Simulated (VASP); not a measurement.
Crystal: Ga2Te3Pd.

```xyz
6
Lattice="3.0813 1.7790 4.8613 -3.0813 1.7790 4.8613 0.0000 -3.5580 4.8613" Properties=species:S:1:pos:R:3 pbc="T T T"
Ga    0.0000    0.0000    9.0928
Ga    0.0000    0.0000    5.4911
Te   -1.5407    0.8895    2.4307
Te    1.5407    0.8895    2.4307
Te    0.0000   -1.7790    2.4307
Pd    0.0000    0.0000    0.0000
```

The cell was built from a structure type or drawn by symmetry, and may not be a known phase.

- Program: VASP 6.6.1
- Task: relaxation of cell and atoms
- Functional: PBE
- Potentials or basis: VASP PAW PBE potentials, release 64 (Ga_d, Te, Pd)
- Cutoff: 600 eV
- k mesh: 6 × 6 × 6
- Occupations: gaussian, width 0.1 eV
- Spin: no spin polarisation

At the start: pressure 0.4 GPa; volume 26.65 Å³/atom.

Problem. Where does the relaxation end?

Solution. Over 23 steps the energy falls by 188.8 meV/atom and the volume is 27.51 Å³/atom (+3.2 %); space group R-3m (No. 166, to 0.1 Å) before and after.

Step by step:
```tsv
step	energy change (eV)	largest force (eV/Å)	pressure (GPa)	volume (Å³)
1	0.0000	0.1202	0.41	159.89
2	-0.3238	0.1197	-0.32	161.22
3	-0.8101	0.0125	-0.88	162.41
4	-0.9281	1.1727	2.61	155.07
5	-0.9136	0.2508	-0.08	160.29
6	-0.9823	0.5100	0.54	158.59
7	-0.9985	0.7857	1.36	156.98
8	-1.0698	0.3603	-1.86	169.75
9	-1.0806	0.4467	-1.11	166.06
10	-1.1249	0.1071	0.56	162.81
11	-1.1267	0.0161	0.19	163.37
12	-1.1267	0.0257	0.27	163.31
13	-1.1306	0.0397	-0.08	164.95
14	-1.1309	0.0465	-0.17	165.49
15	-1.1322	0.0499	0.12	164.82
16	-1.1323	0.0489	0.05	164.98
17	-1.1326	0.0046	-0.08	165.35
18	-1.1326	0.0150	0.00	165.27
19	-1.1326	0.0108	-0.07	165.29
20	-1.1326	0.0133	-0.05	165.28
21	-1.1326	0.0142	-0.05	165.27
22	-1.1326	0.0033	0.04	164.96
23	-1.1326	0.0062	0.01	165.04
```

Final structure:
```
CELL_PARAMETERS angstrom
3.82401 2.20779 3.25807
-3.82401 2.20779 3.25807
0.00000 -4.41558 3.25807
ATOMIC_POSITIONS crystal
Ga 0.64271 0.64271 0.64271
Ga 0.35729 0.35729 0.35729
Te 0.00000 0.50000 0.00000
Te 0.50000 0.00000 0.00000
Te 0.00000 0.00000 0.50000
Pd 0.00000 0.00000 0.00000
```
